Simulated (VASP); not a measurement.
# GaCu3 (Pm-3m) in VASP: further runs

The runs below take GaCu3 through single point, with LDA.

Everything below comes from runs of VASP 6.6.1. Logs are shortened: lines on timing, memory, paths and dates and some standing lists are left out, and cuts for length are marked.

### 1 The cell of the first run

Symmetry: Pm-3m, No. 221, cubic system. Conventional cell: a = 3.545 Å, b = 3.545 Å, c = 3.545 Å, α = 90.00°, β = 90.00°, γ = 90.00°. Ga (site symmetry m-3m) has 12 Cu at 2.51 Å within 3.3 Å. Within 3.3 Å of Cu (site symmetry 4/mmm) lie 4 Ga at 2.51 Å and 8 Cu at 2.51 Å.

### 2 Single point, LDA

INCAR reads:

```
PREC     = Accurate       # precision mode
ENCUT    = 600            # plane-wave cutoff, eV
EDIFF    = 1E-6           # SCF threshold, eV
ISMEAR   = 1              # smearing method
SIGMA    = 0.05           # smearing width, eV
LREAL    = False          # projectors in reciprocal space
LASPH    = True           # aspherical terms in the spheres
NELM     = 120            # most SCF steps
ALGO     = Normal         # electronic algorithm
ISIF     = 2              # what is computed and relaxed
LWAVE    = False          # write WAVECAR
LCHARG   = True           # write CHGCAR
GGA      = CA             # functional
LELF     = True           # ELF
LVHAR    = True         
NBANDS   = 31             # bands
GGA_COMPAT= False
```

KPOINTS reads:

```
Automatic mesh
0
Gamma
  6 6 6
```

POSCAR reads:

```
GaCu3
1.0
    3.5454704442      0.0000000000      0.0000000000
    0.0000000000      3.5454704442      0.0000000000
    0.0000000000      0.0000000000      3.5454704442
Ga Cu
1 3
Direct
    0.0000000000      0.0000000000      0.0000000000
    0.5000000000      0.0000000000      0.5000000000
    0.5000000000      0.5000000000      0.0000000000
    0.0000000000      0.5000000000      0.5000000000
```

Potentials or basis: VASP PAW LDA potentials, release 64 (Ga_d, Cu).

Command:

```bash
> cat potpaw_LDA.64/Ga_d/POTCAR potpaw_LDA.64/Cu/POTCAR > POTCAR
> mpirun -np 1 vasp_std > vasp.out
```

OUTCAR:

```text
PREC = Accurate
   ENCUT = 600
   EDIFF = 1E-6
   ISMEAR = 1
   LREAL = False
   LASPH = True
   NELM = 120
   ISIF = 2
   GGA = CA

 ion  position               nearest neighbor table
   1  0.000  0.000  0.000-   2 2.51   3 2.51   4 2.51   2 2.51   4 2.51   3 2.51   4 2.51   4 2.51
                             2 2.51   3 2.51   2 2.51   3 2.51
   2  0.500  0.000  0.500-   1 2.51   3 2.51   4 2.51   1 2.51   3 2.51   3 2.51   4 2.51   3 2.51
                             1 2.51   4 2.51   1 2.51   4 2.51
   3  0.500  0.500  0.000-   1 2.51   2 2.51   4 2.51   2 2.51   4 2.51   1 2.51   2 2.51   2 2.51
                             1 2.51   4 2.51   4 2.51   1 2.51
   4  0.000  0.500  0.500-   1 2.51   2 2.51   3 2.51   1 2.51   3 2.51   1 2.51   2 2.51   1 2.51
                             2 2.51   3 2.51   3 2.51   2 2.51

  LATTYP: Found a simple cubic cell.
 ALAT       =     3.5454704442

  Lattice vectors:

 A1 = (   3.5454704442,   0.0000000000,   0.0000000000)
 A2 = (   0.0000000000,   3.5454704442,   0.0000000000)
 A3 = (   0.0000000000,   0.0000000000,   3.5454704442)

Analysis of symmetry for initial positions (statically):
=====================================================================
 Subroutine PRICEL returns:
 Original cell was already a primitive cell.

 Routine SETGRP: Setting up the symmetry group for a
 simple cubic supercell.

 Subroutine GETGRP returns: Found 48 space group operations
 (whereof 48 operations were pure point group operations)
 out of a pool of 48 trial point group operations.

The static configuration has the point symmetry O_h .

Analysis of symmetry for dynamics (positions and initial velocities):
=====================================================================
 Subroutine PRICEL returns:
 Original cell was already a primitive cell.

 Routine SETGRP: Setting up the symmetry group for a
 simple cubic supercell.

 Subroutine GETGRP returns: Found 48 space group operations
 (whereof 48 operations were pure point group operations)
 out of a pool of 48 trial point group operations.

The dynamic configuration has the point symmetry O_h .

 Subroutine INISYM returns: Found 48 space group operations
 (whereof 48 operations are pure point group operations),
 and found     1 'primitive' translations

----------------------------------------------------------------------------------------

                                     Primitive cell

  volume of cell :      44.5678

  direct lattice vectors                    reciprocal lattice vectors
     3.545470444  0.000000000  0.000000000     0.282050017  0.000000000  0.000000000
     0.000000000  3.545470444  0.000000000     0.000000000  0.282050017  0.000000000
     0.000000000  0.000000000  3.545470444     0.000000000  0.000000000  0.282050017

  length of vectors
     3.545470444  3.545470444  3.545470444     0.282050017  0.282050017  0.282050017

  position of ions in fractional coordinates (direct lattice)
     0.000000000  0.000000000  0.000000000
     0.500000000  0.000000000  0.500000000
     0.500000000  0.500000000  0.000000000
     0.000000000  0.500000000  0.500000000

  ion indices of the primitive-cell ions
   primitive index   ion index
                 1           1
                 2           2
                 3           3
                 4           4

----------------------------------------------------------------------------------------

 KPOINTS: Automatic mesh

Automatic generation of k-mesh.
 Grid dimensions read from file:
 generate k-points for:    6    6    6

 Generating k-lattice:

  Cartesian coordinates                     Fractional coordinates (reciprocal lattice)
     0.047008336  0.000000000  0.000000000     0.166666667  0.000000000  0.000000000
     0.000000000  0.047008336  0.000000000     0.000000000  0.166666667  0.000000000
     0.000000000  0.000000000  0.047008336     0.000000000  0.000000000  0.166666667

  Length of vectors
     0.047008336  0.047008336  0.047008336

  Shift w.r.t. Gamma in fractional coordinates (k-lattice)
     0.000000000  0.000000000  0.000000000

 Subroutine IBZKPT returns following result:
 ===========================================

 Found     20 irreducible k-points:

 Following reciprocal coordinates:
            Coordinates               Weight
  0.000000  0.000000  0.000000      1.000000
  0.166667  0.000000  0.000000      6.000000
  0.333333  0.000000  0.000000      6.000000
  0.500000  0.000000  0.000000      3.000000
  0.166667  0.166667  0.000000     12.000000
  0.333333  0.166667  0.000000     24.000000
[... 12 lines left out ...]
  0.500000  0.500000  0.333333      6.000000
  0.500000  0.500000  0.500000      1.000000
   k-points           NKPTS =     20   k-points in BZ     NKDIM =     20   number of bands    NBANDS=     31
   number of dos      NEDOS =    301   number of ions     NIONS =      4
   total plane-waves  NPLWV =  21952
   dimension x,y,z NGX =    28 NGY =   28 NGZ =   28
   dimension x,y,z NGXF=    56 NGYF=   56 NGZF=   56
   ions per type =               1   3
   NGX,Y,Z   is equivalent  to a cutoff of  13.13, 13.13, 13.13 a.u.
   NGXF,Y,Z  is equivalent  to a cutoff of  26.26, 26.26, 26.26 a.u.
 SYSTEM =  unknown system
   PREC   = accura    normal or accurate (medium, high low for compatibility)
   ISTART =      0    job   : 0-new  1-cont  2-samecut
   ICHARG =      2    charge: 1-file 2-atom 10-const
   ISPIN  =      1    spin polarized calculation?
   LNONCOLLINEAR =      F non collinear calculations
   LSORBIT =      F    spin-orbit coupling
   LASPH  =      T    aspherical Exc in radial PAW
   ENCUT  =  600.0 eV  44.10 Ry    6.64 a.u.   7.08  7.08  7.08*2*pi/ulx,y,z
   NELM   =    120;   NELMIN=  2; NELMDL= -5     # of ELM steps
   EDIFF  = 0.1E-05   stopping-criterion for ELM
   LREAL  =      F    real-space projection
   EDIFFG = 0.1E-04   stopping-criterion for IOM
   NSW    =      0    number of steps for IOM
   IBRION =     -1    ionic relax: 0-MD 1-quasi-New 2-CG
   NFREE  =      0    steps in history (QN), initial steepest desc. (CG)
   ISIF   =      2    stress and relaxation
   ISYM   =      2    0-nonsym 1-usesym 2-fastsym
   POTIM  = 0.5000    time-step for ionic-motion
   TEBEG  =    0.0;   TEEND  =   0.0 temperature during run
   PSTRESS=    0.0 pullay stress
   NELECT =      46.0000    total number of electrons
   NUPDOWN=      -1.0000    fix difference up-down
   EMIN   =  10.00;   EMAX   =-10.00  energy-range for DOS
   EFERMI =   0.00;   METHOD = LEGACY
   ISMEAR =     1;   SIGMA  =   0.05  broadening in eV -4-tet -1-fermi 0-gaus
   EFERMI_NEDOS =   21; number of points for ismear=-14 and -15
   IALGO  =     38    algorithm
   IMIX   =      4    mixing-type and parameters
     AMIX     =   0.40;   BMIX     =  1.00
     AMIX_MAG =   1.60;   BMIX_MAG =  1.00
  volume/ion in A,a.u.               =      11.14        75.19
  Fermi-wavevector in a.u.,A,eV,Ry     =   1.654450  3.126457 37.241919  2.737204
  Thomas-Fermi vector in A             =   2.742715
   LORBIT       =      0    0 simple, 1 ext, 2 COOP (PROOUT), +10 PAW based schemes
   GGA     = CA    functional components
   LHFCALC =     F    Hartree Fock is set to
   AEXX    =    0.0000 exact exchange contribution
   IVDW    =     0    specifies the selected vdW correction
   LEPSILON=     F    determine dielectric tensor
   LRPA    =     F    only Hartree local field effects (RPA)
 non-spin polarized calculation
 Methfessel and Paxton  Order N= 1 SIGMA  =   0.05
  energy-cutoff  :      600.00
  volume of cell :       44.57
 maximum number of plane-waves:      1503
   NGX = 15   NGY = 15   NGZ = 15

 number of electron      45.9999984 magnetization

 Free energy of the ion-electron system (eV)
  ---------------------------------------------------
  ext. energy  EPLUGINS =         0.00000000
  ---------------------------------------------------
  free energy    TOTEN  =       -18.13883955 eV

  energy without entropy =      -18.13783706  energy(sigma->0) =      -18.13850539

 E-fermi :   9.3787     XC(G=0): -13.6802

 val. band max:        9.0356571396   @ k =   0.5000   0.3333   0.1667
 cond. band min:       9.3937373427   @ k =   0.3333   0.1667   0.0000
 fundamental gap:      0.3580802032
 Fermi energy:         9.3786564903

 k-point     1 :       0.0000    0.0000    0.0000
  band No.  band energies     occupation
      1      -6.1151      2.00000
      2      -6.1151      2.00000
      3      -6.0476      2.00000
      4      -6.0476      2.00000
      5      -6.0476      2.00000
      6      -2.7251      2.00000
[... 23 lines left out ...]
     30      19.9252      0.00000
     31      21.5332      0.00000

 k-point     2 :       0.1667    0.0000    0.0000
  band No.  band energies     occupation
      1      -6.1089      2.00000
      2      -6.0917      2.00000
      3      -6.0476      2.00000
      4      -6.0476      2.00000
      5      -6.0457      2.00000
      6      -2.3870      2.00000
[... 23 lines left out ...]
     30      18.8217      0.00000
     31      20.2836      0.00000

 k-point     3 :       0.3333    0.0000    0.0000
  band No.  band energies     occupation
      1      -6.0967      2.00000
      2      -6.0476      2.00000
      3      -6.0476      2.00000
      4      -6.0459      2.00000
      5      -6.0417      2.00000
      6      -1.4066      2.00000
[... 23 lines left out ...]
     30      18.4215      0.00000
     31      21.1947      0.00000

 k-point     4 :       0.5000    0.0000    0.0000
  band No.  band energies     occupation
      1      -6.0906      2.00000
      2      -6.0475      2.00000
      3      -6.0475      2.00000
      4      -6.0398      2.00000
      5      -6.0235      2.00000
      6      -0.3104      2.00000
[... 23 lines left out ...]
     30      17.5467      0.00000
     31      24.2495      0.00000

 k-point     5 :       0.1667    0.1667    0.0000
  band No.  band energies     occupation
      1      -6.0962      2.00000
      2      -6.0764      2.00000
      3      -6.0510      2.00000
      4      -6.0467      2.00000
      5      -6.0451      2.00000
      6      -2.0540      2.00000
[... 23 lines left out ...]
     30      19.7601      0.00000
     31      19.8606      0.00000
[... 406 lines left out ...]
     30      23.1101      0.00000
     31      23.1101      0.00000

 k-point    18 :       0.5000    0.3333    0.3333
  band No.  band energies     occupation
      1      -6.0945      2.00000
      2      -6.0937      2.00000
      3      -6.0819      2.00000
      4      -5.9974      2.00000
      5      -5.9751      2.00000
      6       1.2036      2.00000
[... 23 lines left out ...]
     30      23.7517      0.00000
     31      24.8920      0.00000

 k-point    19 :       0.5000    0.5000    0.3333
  band No.  band energies     occupation
      1      -6.1099      2.00000
      2      -6.0939      2.00000
      3      -6.0939      2.00000
      4      -5.9879      2.00000
      5      -5.9648      2.00000
      6       1.3954      2.00000
[... 23 lines left out ...]
     30      26.4363      0.00000
     31      26.4363      0.00000

 k-point    20 :       0.5000    0.5000    0.5000
  band No.  band energies     occupation
      1      -6.1099      2.00000
      2      -6.1099      2.00000
      3      -6.1099      2.00000
      4      -5.9671      2.00000
      5      -5.9671      2.00000
      6       1.4132      2.00000
[... 23 lines left out ...]
     30      27.7269      0.00000
     31      27.7269      0.00000

------------------------ aborting loop because EDIFF is reached ----------------------------------------

  FORCE on cell =-STRESS in cart. coord.  units (eV):
  Direction    XX          YY          ZZ          XY          YZ          ZX
  --------------------------------------------------------------------------------------
  -------------------------------------------------------------------------------------
  Total        2.2057343      2.2057343      2.2057343      0.0000000      0.0000000      0.0000000
  in kB       79.2943365     79.2943365     79.2943365      0.0000000      0.0000000      0.0000000
  external PRESSURE =      79.2943365 kB  Pullay stress =       0.0000000 kB

 VOLUME and BASIS-vectors are now :
 -----------------------------------------------------------------------------
  energy-cutoff  :      600.00
  volume of cell :       44.57
      direct lattice vectors                 reciprocal lattice vectors
     3.545470444  0.000000000  0.000000000     0.282050017  0.000000000  0.000000000
     0.000000000  3.545470444  0.000000000     0.000000000  0.282050017  0.000000000
     0.000000000  0.000000000  3.545470444     0.000000000  0.000000000  0.282050017

 POSITION                                       TOTAL-FORCE (eV/Angst)
 -----------------------------------------------------------------------------------
      0.00000      0.00000      0.00000         0.000000      0.000000      0.000000
      1.77274      0.00000      1.77274         0.000000      0.000000      0.000000
      1.77274      1.77274      0.00000         0.000000      0.000000      0.000000
      0.00000      1.77274      1.77274         0.000000      0.000000      0.000000
 -----------------------------------------------------------------------------------
    total drift:                                0.000000      0.000000      0.000000

  FREE ENERGIE OF THE ION-ELECTRON SYSTEM (eV)
  ---------------------------------------------------
  free  energy   TOTEN  =       -18.1388395509 eV

  energy  without entropy=      -18.1378370622  energy(sigma->0) =      -18.13850539
```

Wall time 12 s (1 thread of Intel Xeon 6975P-C (Granite Rapids), shared host); peak memory 0.15 GiB.

What came out:

| Item | Value |
| --- | --- |
| Free energy | -18.1388 eV |
| Pressure | 7.9 GPa |
| Band gap on the k mesh | zero (band 23 reaches 12.93 eV, above the bottom of band 24 at 7.36 eV) |

### 3 Single point, LDA

This run uses another cell than the first one, of 11.46 Å³/atom, 1.029 times its volume.

INCAR reads:

```
ALGO = Normal
EDIFF = 1E-6
ENCUT = 600
GGA_COMPAT = False
ISIF = 2
ISMEAR = 1
LASPH = True
LCHARG = False
LREAL = False
LWAVE = False
NBANDS = 31
NELM = 120
PREC = Accurate
SIGMA = 0.05
```

KPOINTS reads:

```
k-points
0
Gamma
  6 6 6
```

POSCAR reads:

```
GaCu3
1.0
    3.5794004526      0.0000000000      0.0000000000
    0.0000000000      3.5794004526      0.0000000000
    0.0000000000      0.0000000000      3.5794004526
Ga Cu
1 3
Direct
    0.0000000000      0.0000000000      0.0000000000
    0.5000000000      0.0000000000      0.5000000000
    0.5000000000      0.5000000000      0.0000000000
    0.0000000000      0.5000000000      0.5000000000
```

Potentials or basis: VASP PAW LDA potentials, release 64 (Ga_d, Cu).

Command:

```bash
> cat potpaw_LDA.64/Ga_d/POTCAR potpaw_LDA.64/Cu/POTCAR > POTCAR
> mpirun -np 1 vasp_std > vasp.out
```

Wall time 14 s (1 thread of Intel Xeon 6975P-C (Granite Rapids), shared host); peak memory 0.16 GiB.

Results (log left out):

```
Free energy            : -18.1803 eV
Pressure               : 2.4 GPa
Band gap on the k mesh : zero (band 23 reaches 12.46 eV, above the bottom of band 24 at 7.00 eV)
```

Levels at points of the mesh, in eV from the Fermi level:
```
           k point  band 19  band 20  band 21  band 22  band 23  band 24  band 25  band 26  band 27  band 28
(0.00, 0.00, 0.00)    -2.24    -2.24    -2.24    -0.72    -0.72    -0.72     3.88     5.31     5.31    10.37
(0.50, 0.00, 0.00)    -3.22    -3.13    -2.70    -2.24     3.49     3.49     4.59     4.59     4.99     5.99
(0.50, 0.50, 0.00)    -3.14    -3.00    -2.78    -2.60    -1.38    -1.38     6.04     6.94     7.71     7.71
(0.50, 0.50, 0.50)    -3.15    -3.15    -2.42    -2.42    -2.42    -1.71     0.02     2.22     2.22     2.22
```
